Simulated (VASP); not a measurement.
Write the native input for VASP 6.6.1 that does the following.

- Task: single point
- Functional: r2SCAN
- Dispersion: D3(BJ)
- Potentials or basis: VASP PAW PBE potentials, release 64 (Cl)
- Cutoff: 520 eV
- k mesh: 1 × 1 × 1
- Occupations: fermi-dirac, width 0.02 eV
- Spin: no spin polarisation
- Dipole correction: no
- Further INCAR settings: ALGO = Normal; EDIFF = 1e-07; NBANDS = 54

The system is Cl.

```
Cl
1.0
     7.11379    0.00000    0.00000
     0.00000    7.11379    0.00000
     0.00000    0.00000    7.11379
Cl
12
Direct
  0.12879 0.30916 0.90343
  0.07190 0.27577 0.17693
  0.72194 0.78875 0.37897
  0.41214 0.78585 0.35329
  0.57722 0.14033 0.13122
  0.60702 0.07502 0.84135
  0.03876 0.76429 0.74514
  0.31989 0.89353 0.78971
  0.57254 0.41791 0.59150
  0.59444 0.13366 0.50242
  0.08110 0.77992 0.38801
  0.03607 0.74820 0.06144
```

These files were run (other wordings do the same):

POSCAR

```
Cl
1.0
    7.1137870000      0.0000000000      0.0000000000
    0.0000000000      7.1137870000      0.0000000000
    0.0000000000      0.0000000000      7.1137870000
Cl
12
Direct
    1.1287939883      0.3091602265      0.9034287926
    1.0719044582      0.2757743520      1.1769258765
    0.7219361502      0.7887500708      0.3789683329
    0.4121433492      0.7858542855      0.3532858097
    0.5772171700      0.1403331306      0.1312240583
    0.6070184559      0.0750233315     -0.1586496756
    0.0387557288      0.7642905249      0.7451446044
    0.3198858779      0.8935325165      0.7897059611
    0.5725361189      0.4179068055      0.5914992957
    0.5944372526      0.1336559557      0.5024187539
    0.0810960463      0.7799221427      0.3880071191
    0.0360708017      0.7481950191      0.0614440663
```

INCAR.step1

```
SYSTEM = Cl
PREC = Accurate ; ENCUT = 520
ISMEAR = -1 ; SIGMA = 0.02
LREAL = .FALSE. ; LASPH = .TRUE.
NELM = 100 ; NBANDS = 54
GGA = PE ; ALGO = Normal
EDIFF = 1E-4 ; LWAVE = .TRUE.
LCHARG = .FALSE.
```

INCAR.step2

```
SYSTEM = Cl
PREC = Accurate ; ENCUT = 520
EDIFF = 1E-7 ; ISMEAR = -1
SIGMA = 0.02 ; LREAL = .FALSE.
LASPH = .TRUE. ; NELM = 100
ALGO = Normal ; ISIF = 2
LWAVE = .FALSE. ; LCHARG = .FALSE.
METAGGA = R2SCAN ; LMIXTAU = .TRUE.
IVDW = 12 ; VDW_S6 = 1.0
VDW_S8 = 0.78981345 ; VDW_A1 = 0.49484001
VDW_A2 = 5.73083694 ; NBANDS = 54
ISTART = 1
```

KPOINTS

```
Automatic mesh
0
G
  1 1 1
  0 0 0
```

Potentials or basis: VASP PAW PBE potentials, release 64 (Cl).

The run is started by

```bash
$ cat potpaw_PBE.64/Cl/POTCAR > POTCAR
$ cp INCAR.step1 INCAR
$ mpirun -np 1 vasp_gam > vasp.out
$ cp INCAR.step2 INCAR
$ mpirun -np 1 vasp_gam > vasp.out
```

It gave:

* Pressure: -0.3 GPa
* Largest force: 1.379 eV/Å
* Dispersion energy per atom: -0.071 eV

Caveat: the k points lie up to 0.88 Å⁻¹ apart; the atoms stand as in a frame of molecular dynamics; the PAW data sets were made with another functional, which shifts forces and pressure a little.

Wall time 61 s on 1 thread of Intel(R) Xeon(R) 6975P-C (Granite Rapids), on a shared host, peak memory 0.4 GiB.
